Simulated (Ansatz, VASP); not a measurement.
## Ti in VASP and in Ansatz

File INCAR:

```
SYSTEM = Ti
PREC     = Accurate       ! precision mode
ENCUT    = 500            ! plane-wave cutoff, eV
EDIFF    = 1E-7           ! SCF threshold, eV
ISMEAR   = 0              ! smearing method
SIGMA    = 0.1            ! smearing width, eV
LREAL    = .FALSE.        ! projectors in reciprocal space
LASPH    = .TRUE.         ! aspherical terms in the spheres
NELM     = 120            ! most SCF steps
ALGO     = Normal         ! electronic algorithm
ISIF     = 3              ! what is computed and relaxed
LWAVE    = .FALSE.        ! write WAVECAR
LCHARG   = .FALSE.        ! write CHGCAR
GGA      = PE             ! functional
IBRION   = 2              ! ionic algorithm
NSW      = 100            ! ionic steps
EDIFFG   = -0.01          ! ionic threshold
GGA_COMPAT= .FALSE.      
NELMIN   = 4
```

File KPOINTS:

```
regular mesh
0
G
  22 22 12
  0 0 0
```

The input POSCAR:

```
Ti
1.0
    1.4877652706     -2.5081038912      0.0000000000
    1.4877652706      2.5081038912      0.0000000000
    0.0000000000      0.0000000000      4.6651169663
Ti
2
Direct
    0.8266540019      0.1733459981      0.7500000000
    0.1733459981      0.8266540019      0.2500000000
```

Input for Ansatz:

```yaml
crystal:
  lattice:
    - [1.4877652706, -2.5081038912, 0.0]
    - [1.4877652706, 2.5081038912, 0.0]
    - [0.0, 0.0, 4.6651169663]
  atoms:
    - { symbol: Ti, position: [0.8266540019, 0.1733459981, 0.75] }
    - { symbol: Ti, position: [0.1733459981, 0.8266540019, 0.25] }
basis:
  ecutwfc: 420
kpoints:
  mp_grid: { grid: [22, 22, 12] }
hamiltonian:
  xc: pbe
scf:
  occupations: { method: gaussian, width: 0.1 }
output:
  forces: true
  stress: true
  eigenvalues: true
relax:
  adjacent_minimum: "off"
  f_tol: 0.01
  max_steps: 80
  cell: { stress_tol: 0.05 }
```

Alike in both runs: task relaxation of cell and atoms; functional PBE; k mesh 22 × 22 × 12; occupations gaussian, width 0.1 eV; no spin polarisation.

|  | VASP | Ansatz |
| --- | --- | --- |
| version | VASP 6.6.1 | Ansatz 0.2.0 |
| potentials or method | VASP PAW PBE potentials, release 64 (Ti_sv), cutoff 500 eV | scalar-relativistic, plane waves, PAW |
| valence electrons in the cell | 24 | 24 |

|  | VASP | Ansatz | Ansatz less VASP |
| --- | --- | --- | --- |
| gap on the k mesh at the Fermi level, each at its own relaxed structure (eV) | none | none | - |
| relaxed volume (Å³/atom) | 17.34 | 17.39 | +0.051 |
| relaxed length of the cell vector where the two differ most in proportion (Å) | 2.936 | 2.939 | +0.0033 |

A gap of «none» marks a metal or a gap that the smearing closes.
